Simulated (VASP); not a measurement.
# Rb in VASP: notebook

Rb is run at these levels: PBEsol; tasks: single point.

All numbers are computed with VASP 6.6.1; they aren't measurements. Logs are shortened: lines on timing, memory, paths and dates and some standing lists are left out, and cuts for length are marked.

## (1) The cell of the first run

It takes space group I4/mmm (No. 139, tetragonal). Conventional cell: a = 5.612 Å, b = 5.612 Å, c = 5.724 Å, α = 90.00°, β = 90.00°, γ = 90.00°.

## (2) Single point, PBEsol (zz strain of +2 %)

The input, INCAR:

```
ALGO     = Normal         # electronic algorithm
EDIFF    = 1E-7           # SCF threshold, eV
ENCUT    = 520            # plane-wave cutoff, eV
GGA      = PS             # functional
ISIF     = 2              # what is computed and relaxed
ISMEAR   = -1             # smearing method
LASPH    = True           # aspherical terms in the spheres
LCHARG   = True           # write CHGCAR
LELF     = True           # ELF
LREAL    = False          # projectors in reciprocal space
LVHAR    = True         
LWAVE    = False          # write WAVECAR
NBANDS   = 10             # bands
NELM     = 100            # most SCF steps
PREC     = Accurate       # precision mode
SIGMA    = 0.05           # smearing width, eV
```

The input, KPOINTS:

```
k-points
0
Gamma
  8 8 8
```

The input, POSCAR:

```
Rb
1.0
   -2.8060000000      2.8060000000      2.8621200000
    2.8060000000     -2.8060000000      2.8621200000
    2.8060000000      2.8060000000     -2.8621200000
Rb
1
Direct
    0.0000000000      0.0000000000      0.0000000000
```

Potentials or basis: VASP PAW PBE potentials, release 64 (Rb_sv).

The run is started by

```console
cat potpaw_PBE.64/Rb_sv/POTCAR > POTCAR
mpirun -np 1 vasp_std > vasp.out
```

OUTCAR:

```text
EDIFF = 1E-7
   ENCUT = 520
   GGA = PS
   ISIF = 2
   ISMEAR = -1
   LASPH = True
   LREAL = False
   NELM = 100
   PREC = Accurate

 ion  position               nearest neighbor table
   1  0.000  0.000  0.000-

  LATTYP: Found a body centered tetragonal cell.
 ALAT       =     5.6120000000
 C/A-ratio  =     1.0200000000

  Lattice vectors:

 A1 = (  -2.8060000000,   2.8060000000,   2.8621200000)
 A2 = (   2.8060000000,  -2.8060000000,   2.8621200000)
 A3 = (   2.8060000000,   2.8060000000,  -2.8621200000)

Analysis of symmetry for initial positions (statically):
=====================================================================
 Subroutine PRICEL returns:
 Original cell was already a primitive cell.

 Routine SETGRP: Setting up the symmetry group for a
 body centered tetragonal supercell.

 Subroutine GETGRP returns: Found 16 space group operations
 (whereof 16 operations were pure point group operations)
 out of a pool of 16 trial point group operations.

The static configuration has the point symmetry D_4h.

Analysis of symmetry for dynamics (positions and initial velocities):
=====================================================================
 Subroutine PRICEL returns:
 Original cell was already a primitive cell.

 Routine SETGRP: Setting up the symmetry group for a
 body centered tetragonal supercell.

 Subroutine GETGRP returns: Found 16 space group operations
 (whereof 16 operations were pure point group operations)
 out of a pool of 16 trial point group operations.

The dynamic configuration has the point symmetry D_4h.

 Subroutine INISYM returns: Found 16 space group operations
 (whereof 16 operations are pure point group operations),
 and found     1 'primitive' translations

----------------------------------------------------------------------------------------

                                     Primitive cell

  volume of cell :      90.1412

  direct lattice vectors                    reciprocal lattice vectors
    -2.806000000  2.806000000  2.862120000     0.000000000  0.178189594  0.174695680
     2.806000000 -2.806000000  2.862120000     0.178189594  0.000000000  0.174695680
     2.806000000  2.806000000 -2.862120000     0.178189594  0.178189594  0.000000000

  length of vectors
[... 81 lines left out ...]
   LREAL  =      F    real-space projection
   EDIFFG = 0.1E-05   stopping-criterion for IOM
   NSW    =      0    number of steps for IOM
   IBRION =     -1    ionic relax: 0-MD 1-quasi-New 2-CG
   NFREE  =      0    steps in history (QN), initial steepest desc. (CG)
   ISIF   =      2    stress and relaxation
   ISYM   =      2    0-nonsym 1-usesym 2-fastsym
   POTIM  = 0.5000    time-step for ionic-motion
   TEBEG  =    0.0;   TEEND  =   0.0 temperature during run
   PSTRESS=    0.0 pullay stress
   NELECT =       9.0000    total number of electrons
   NUPDOWN=      -1.0000    fix difference up-down
   EMIN   =  10.00;   EMAX   =-10.00  energy-range for DOS
   EFERMI =   0.00;   METHOD = LEGACY
   ISMEAR =    -1;   SIGMA  =   0.05  broadening in eV -4-tet -1-fermi 0-gaus
   EFERMI_NEDOS =   21; number of points for ismear=-14 and -15
   IALGO  =     38    algorithm
   IMIX   =      4    mixing-type and parameters
     AMIX     =   0.40;   BMIX     =  1.00
     AMIX_MAG =   1.60;   BMIX_MAG =  1.00
  volume/ion in A,a.u.               =      90.14       608.30
  Fermi-wavevector in a.u.,A,eV,Ry     =   0.759477  1.435203  7.847912  0.576805
  Thomas-Fermi vector in A             =   1.858280
   LORBIT       =      0    0 simple, 1 ext, 2 COOP (PROOUT), +10 PAW based schemes
   GGA     = PS    functional components
   LHFCALC =     F    Hartree Fock is set to
   AEXX    =    0.0000 exact exchange contribution
   IVDW    =     0    specifies the selected vdW correction
   LEPSILON=     F    determine dielectric tensor
   LRPA    =     F    only Hartree local field effects (RPA)
 non-spin polarized calculation
  energy-cutoff  :      520.00
  volume of cell :       90.14
 maximum number of plane-waves:      2450
   NGX = 19   NGY = 19   NGZ = 19

 number of electron       9.0000000 magnetization

 Free energy of the ion-electron system (eV)
  ---------------------------------------------------
  ext. energy  EPLUGINS =         0.00000000
  ---------------------------------------------------
  free energy    TOTEN  =        -1.02258509 eV

  energy without entropy =       -1.01198461  energy(sigma->0) =       -1.01728485

 E-fermi :  -0.0142     XC(G=0):  -5.5444

 val. band max:       -0.0425103587   @ k =   0.5000   0.2500  -0.0000
 cond. band min:       0.0259283839   @ k =   0.3750   0.1250   0.0000
 fundamental gap:      0.0684387426
 Fermi energy:        -0.0141808704

 k-point     1 :       0.0000    0.0000    0.0000
  band No.  band energies     occupation
      1     -28.8841      2.00000
      2     -12.9301      2.00000
      3     -12.9301      2.00000
      4     -12.9301      2.00000
      5      -2.0203      2.00000
      6       3.6246      0.00000
      7       3.6246      0.00000
      8       3.7244      0.00000
      9       4.5393      0.00000
     10       4.6798      0.00000
[... 287 lines left out ...]
 k-point    24 :       0.3750    0.1250    0.1250
  band No.  band energies     occupation
      1     -28.8796      2.00000
      2     -13.0146      2.00000
      3     -12.9711      2.00000
      4     -12.9438      2.00000
      5       0.5830      0.00001
      6       0.8583      0.00000
      7       1.9969      0.00000
      8       3.6421      0.00000
      9       5.1213      0.00000
     10       5.2770      0.00000

 [... further k-points ...]

------------------------ aborting loop because EDIFF is reached ----------------------------------------

  FORCE on cell =-STRESS in cart. coord.  units (eV):
  Direction    XX          YY          ZZ          XY          YZ          ZX
  --------------------------------------------------------------------------------------
  -------------------------------------------------------------------------------------
  Total       -0.0626373     -0.0626373     -0.0548585      0.0000000      0.0000000      0.0000000
  in kB       -1.1133219     -1.1133219     -0.9750603      0.0000000      0.0000000      0.0000000
  external PRESSURE =      -1.0672347 kB  Pullay stress =       0.0000000 kB

 VOLUME and BASIS-vectors are now :
 -----------------------------------------------------------------------------
  energy-cutoff  :      520.00
  volume of cell :       90.14
      direct lattice vectors                 reciprocal lattice vectors
    -2.806000000  2.806000000  2.862120000     0.000000000  0.178189594  0.174695680
     2.806000000 -2.806000000  2.862120000     0.178189594  0.000000000  0.174695680
     2.806000000  2.806000000 -2.862120000     0.178189594  0.178189594  0.000000000

 POSITION                                       TOTAL-FORCE (eV/Angst)
 -----------------------------------------------------------------------------------
      0.00000      0.00000      0.00000        -0.000000     -0.000000     -0.000000
 -----------------------------------------------------------------------------------
    total drift:                               -0.000000      0.000000      0.000000

  FREE ENERGIE OF THE ION-ELECTRON SYSTEM (eV)
  ---------------------------------------------------
  free  energy   TOTEN  =        -1.0225850915 eV

  energy  without entropy=       -1.0119846150  energy(sigma->0) =       -1.01728485
```

stdout:

```text
POSCAR found type information on POSCAR Rb
 POSCAR found :  1 types and       1 ions
 scaLAPACK will be used
 -----------------------------------------------------------------------------
|                                                                             |
|                                                                             |
|     You enforced a specific xc type in the INCAR file but a different       |
|     I HOPE YOU KNOW WHAT YOU ARE DOING!                                     |
|                                                                             |
 -----------------------------------------------------------------------------

 LDA part: xc-table for (Slater+PW92), standard interpolation
 POSCAR, INCAR and KPOINTS ok, starting setup
 FFT: planning ... GRIDC
 FFT: planning ... GRID_SOFT
 FFT: planning ... GRID
 WAVECAR not read
 entering main loop
```

It took 13 s on 1 thread of Intel Xeon 6975P-C (Granite Rapids), shared host; peak memory 0.22 GiB.

What came out:

```
Free energy : -1.0226 eV
Pressure    : -0.1 GPa
```

Levels at points of the mesh, in eV from the Fermi level:
```
           k point  band 2  band 3  band 4  band 5  band 6  band 7
(0.00, 0.00, 0.00)  -12.92  -12.92  -12.92   -2.01    3.64    3.64
(0.50, 0.00, 0.00)  -13.02  -12.95  -12.92    0.20    0.75    2.60
(0.50, 0.50, 0.00)  -13.02  -12.95  -12.92    0.24    0.80    2.50
(0.50, 0.50, 0.50)  -12.99  -12.99  -12.99    1.21    1.27    3.12
```

Caveat: the cell differs from its parent crystal (zz strain of +2 %); the PAW data sets were made with another functional, which shifts forces and pressure a little.

(Part 1 of 2 ends here.)
